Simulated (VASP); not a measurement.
# SrSc3Zn (Cmmm) in VASP: single point with PBE

Aim: the single point of SrSc3Zn with PBE.

Everything below comes from runs of VASP 6.6.1. Logs are shortened: lines on timing, memory, paths and dates and some standing lists are left out, and cuts for length are marked.

## 1. The cell of the first run

It takes space group Cmmm (No. 65, orthorhombic). The conventional cell has a = 7.331 Å, b = 7.420 Å, c = 5.851 Å, α = 90.00°, β = 90.00°, γ = 90.00°. Sr (site symmetry mmm) has 10 Sc at 2.93 to 3.92 Å and 4 Zn at 3.67 to 3.71 Å within 4.0 Å. Sc (site symmetry 2/m) has 2 Sc at 2.61 Å within 3.4 Å. Sc (site symmetry mmm) has 4 Sc at 2.61 Å and 2 Sr at 2.93 Å within 3.4 Å. Within 4.8 Å of Zn (site symmetry mmm) lie 4 Sr at 3.67 to 3.71 Å and 16 Sc at 3.92 to 4.72 Å.

The cell was built from a structure type or drawn by symmetry, and may not be a known phase.

## 2. Single point, PBE

INCAR

```
SYSTEM = SrSc3Zn
PREC = Accurate ; ENCUT = 520
EDIFF = 1E-6 ; ISMEAR = 0
SIGMA = 0.1 ; LREAL = .False.
LASPH = .True. ; NELM = 100
ALGO = Fast ; ISIF = 2
LWAVE = .False. ; LCHARG = .False.
GGA = PE ; NBANDS = 36
```

KPOINTS

```
regular mesh
0
Gamma
  4 4 4
  0 0 0
```

POSCAR

```
SrSc3Zn
1.0
    3.6656940215     -3.7101976065      0.0000000000
    3.6656940215      3.7101976065      0.0000000000
    0.0000000000      0.0000000000      5.8509543297
Sr Sc Zn
1 3 1
Direct
    0.0000000000      0.0000000000      0.0000000000
    0.0000000000      0.5000000000      0.5000000000
    0.5000000000      0.0000000000      0.5000000000
    0.0000000000      0.0000000000      0.5000000000
    0.5000000000      0.5000000000      0.0000000000
```

Potentials or basis: VASP PAW PBE potentials, release 64 (Sr_sv, Sc_sv, Zn).

Started as:

```sh
> cat potpaw_PBE.64/Sr_sv/POTCAR potpaw_PBE.64/Sc_sv/POTCAR potpaw_PBE.64/Zn/POTCAR > POTCAR
> mpirun -np 1 vasp_std > vasp.out
```

OUTCAR:

```text
SYSTEM = SrSc3Zn
   PREC = Accurate
   ENCUT = 520
   EDIFF = 1E-6
   ISMEAR = 0
   LREAL = .False.
   LASPH = .True.
   NELM = 100
   ISIF = 2
   GGA = PE

 ion  position               nearest neighbor table
   1  0.000  0.000  0.000-   4 2.93   4 2.93   5 3.67   5 3.67   5 3.71   5 3.71   2 3.92   2 3.92
                             3 3.92   2 3.92   3 3.92   2 3.92   3 3.92   3 3.92
   2  0.000  0.500  0.500-   4 2.61   4 2.61   1 3.92   1 3.92   1 3.92   1 3.92
   3  0.500  0.000  0.500-   4 2.61   4 2.61   1 3.92   1 3.92   1 3.92   1 3.92
   4  0.000  0.000  0.500-   2 2.61   3 2.61   2 2.61   3 2.61   1 2.93   1 2.93
   5  0.500  0.500  0.000-   1 3.67   1 3.67   1 3.71   1 3.71

  LATTYP: Found a base centered orthorhombic cell.
 ALAT       =     7.3313880430
 B/A-ratio  =     1.0121405619
 C/A-ratio  =     0.7980691099

  Lattice vectors:

 A1 = (   3.6656940215,  -3.7101976065,   0.0000000000)
 A2 = (   3.6656940215,   3.7101976065,   0.0000000000)
 A3 = (   0.0000000000,   0.0000000000,   5.8509543297)

Analysis of symmetry for initial positions (statically):
=====================================================================
 Subroutine PRICEL returns:
 Original cell was already a primitive cell.

 Routine SETGRP: Setting up the symmetry group for a
 base centered orthorhombic supercell.

 Subroutine GETGRP returns: Found  8 space group operations
 (whereof  8 operations were pure point group operations)
 out of a pool of  8 trial point group operations.

The static configuration has the point symmetry D_2h.

Analysis of symmetry for dynamics (positions and initial velocities):
=====================================================================
 Subroutine PRICEL returns:
 Original cell was already a primitive cell.

 Routine SETGRP: Setting up the symmetry group for a
 base centered orthorhombic supercell.

 Subroutine GETGRP returns: Found  8 space group operations
 (whereof  8 operations were pure point group operations)
 out of a pool of  8 trial point group operations.

The dynamic configuration has the point symmetry D_2h.

 Subroutine INISYM returns: Found  8 space group operations
 (whereof  8 operations are pure point group operations),
 and found     1 'primitive' translations

----------------------------------------------------------------------------------------

                                     Primitive cell

  volume of cell :     159.1512

  direct lattice vectors                    reciprocal lattice vectors
[... 93 lines left out ...]
   IBRION =     -1    ionic relax: 0-MD 1-quasi-New 2-CG
   NFREE  =      0    steps in history (QN), initial steepest desc. (CG)
   ISIF   =      2    stress and relaxation
   ISYM   =      2    0-nonsym 1-usesym 2-fastsym
   POTIM  = 0.5000    time-step for ionic-motion
   TEBEG  =    0.0;   TEEND  =   0.0 temperature during run
   PSTRESS=    0.0 pullay stress
   NELECT =      55.0000    total number of electrons
   NUPDOWN=      -1.0000    fix difference up-down
   EMIN   =  10.00;   EMAX   =-10.00  energy-range for DOS
   EFERMI =   0.00;   METHOD = LEGACY
   ISMEAR =     0;   SIGMA  =   0.10  broadening in eV -4-tet -1-fermi 0-gaus
   EFERMI_NEDOS =   21; number of points for ismear=-14 and -15
   IALGO  =     68    algorithm
   IMIX   =      4    mixing-type and parameters
     AMIX     =   0.40;   BMIX     =  1.00
     AMIX_MAG =   1.60;   BMIX_MAG =  1.00
  volume/ion in A,a.u.               =      31.83       214.80
  Fermi-wavevector in a.u.,A,eV,Ry     =   1.148839  2.170990 17.957384  1.319830
  Thomas-Fermi vector in A             =   2.285512
   LORBIT       =      0    0 simple, 1 ext, 2 COOP (PROOUT), +10 PAW based schemes
   GGA     = PE    functional components
   LHFCALC =     F    Hartree Fock is set to
   AEXX    =    0.0000 exact exchange contribution
   IVDW    =     0    specifies the selected vdW correction
   LEPSILON=     F    determine dielectric tensor
   LRPA    =     F    only Hartree local field effects (RPA)
 non-spin polarized calculation
 RMM-DIIS sequential band-by-band and
 Gauss-broadening in eV      SIGMA  =   0.10
  energy-cutoff  :      520.00
  volume of cell :      159.15
 maximum number of plane-waves:      4329
 NGX is ok and might be reduce to    40
   NGX = 19   NGY = 19   NGZ = 21

 number of electron      54.9999978 magnetization

 Free energy of the ion-electron system (eV)
  ---------------------------------------------------
  ext. energy  EPLUGINS =         0.00000000
  ---------------------------------------------------
  free energy    TOTEN  =       -17.15793987 eV

  energy without entropy =      -17.13822502  energy(sigma->0) =      -17.14808245

 E-fermi :   1.9112     XC(G=0):  -8.6402

 val. band max:        1.9040535116   @ k =   0.5000   0.5000   0.0000
 cond. band min:       1.9207407618   @ k =   0.2500  -0.0000   0.2500
 fundamental gap:      0.0166872502
 Fermi energy:         1.9112442567

 k-point     1 :       0.0000    0.0000    0.0000
  band No.  band energies     occupation
      1     -47.8587      2.00000
      2     -47.8302      2.00000
      3     -46.5171      2.00000
      4     -33.6653      2.00000
      5     -26.7799      2.00000
      6     -26.7722      2.00000
[... 808 lines left out ...]
     35       4.3105      0.00000
     36       4.3804      0.00000

------------------------ aborting loop because EDIFF is reached ----------------------------------------

  FORCE on cell =-STRESS in cart. coord.  units (eV):
  Direction    XX          YY          ZZ          XY          YZ          ZX
  --------------------------------------------------------------------------------------
  -------------------------------------------------------------------------------------
  Total        0.3653163      0.2190103      0.0536249     -0.0000000      0.0000000      0.0000000
  in kB        3.6776435      2.2047795      0.5398425     -0.0000000      0.0000000      0.0000000
  external PRESSURE =       2.1407552 kB  Pullay stress =       0.0000000 kB

 VOLUME and BASIS-vectors are now :
 -----------------------------------------------------------------------------
  energy-cutoff  :      520.00
  volume of cell :      159.15
      direct lattice vectors                 reciprocal lattice vectors
     3.665694021 -3.710197606  0.000000000     0.136399819 -0.134763712  0.000000000
     3.665694021  3.710197606  0.000000000     0.136399819  0.134763712  0.000000000
     0.000000000  0.000000000  5.850954330     0.000000000  0.000000000  0.170912289

 POSITION                                       TOTAL-FORCE (eV/Angst)
 -----------------------------------------------------------------------------------
      0.00000      0.00000      0.00000        -0.000000     -0.000000      0.000000
      1.83285      1.85510      2.92548         0.000000     -0.000000      0.000000
      1.83285     -1.85510      2.92548        -0.000000     -0.000000      0.000000
      0.00000      0.00000      2.92548        -0.000000      0.000000      0.000000
      3.66569      0.00000      0.00000        -0.000000      0.000000      0.000000
 -----------------------------------------------------------------------------------
    total drift:                               -0.000000      0.000000     -0.000000

  FREE ENERGIE OF THE ION-ELECTRON SYSTEM (eV)
  ---------------------------------------------------
  free  energy   TOTEN  =       -17.1579398736 eV

  energy  without entropy=      -17.1382250164  energy(sigma->0) =      -17.14808245
```

OSZICAR:

```text
N       E                     dE             d eps       ncg     rms          rms(c)
DAV:   1     0.925849217579E+03    0.92585E+03   -0.24370E+04  1512   0.156E+03
DAV:   2     0.819402563546E+02   -0.84391E+03   -0.82947E+03  2024   0.613E+02
DAV:   3    -0.134886518313E+02   -0.95429E+02   -0.93065E+02  2488   0.258E+02
[... 22 lines left out ...]
RMM:  26    -0.171579354225E+02    0.41841E-06   -0.32109E-05  1771   0.205E-02    0.115E-02
RMM:  27    -0.171579363756E+02   -0.95310E-06   -0.22519E-05  1704   0.177E-02    0.103E-02
RMM:  28    -0.171579376405E+02   -0.12649E-05   -0.18694E-05  1608   0.158E-02    0.971E-03
RMM:  29    -0.171579388881E+02   -0.12477E-05   -0.12609E-05  1538   0.141E-02    0.974E-03
RMM:  30    -0.171579398873E+02   -0.99913E-06   -0.11366E-05  1476   0.124E-02    0.973E-03
RMM:  31    -0.171579398736E+02    0.13602E-07   -0.76581E-06  1452   0.120E-02
   1 F= -.17157940E+02 E0= -.17148082E+02  d E =-.197149E-01
```

stdout:

```text
POSCAR found type information on POSCAR SrScZn
 POSCAR found :  3 types and       5 ions
 scaLAPACK will be used
 LDA part: xc-table for (Slater+PW92), standard interpolation
 POSCAR, INCAR and KPOINTS ok, starting setup
 FFT: planning ... GRIDC
 FFT: planning ... GRID_SOFT
 FFT: planning ... GRID
 WAVECAR not read
 entering main loop
WARNING in EDDRMM: call to ZHEGV failed, returncode =   8  4     24
```

It took 3.3 min on 1 thread of AMD EPYC 9R45 (Zen 5), shared host; peak memory 0.31 GiB.

What came out:

| Property | Result |
| --- | --- |
| Free energy | -17.1579 eV |
| Pressure | 0.2 GPa |
| Band gap on the k mesh | zero (an odd number of electrons rules out a gap without spin polarisation) |

Stress tensor (GPa, compression positive):
```
0.37 0.00 0.00
0.00 0.22 0.00
0.00 0.00 0.05
```
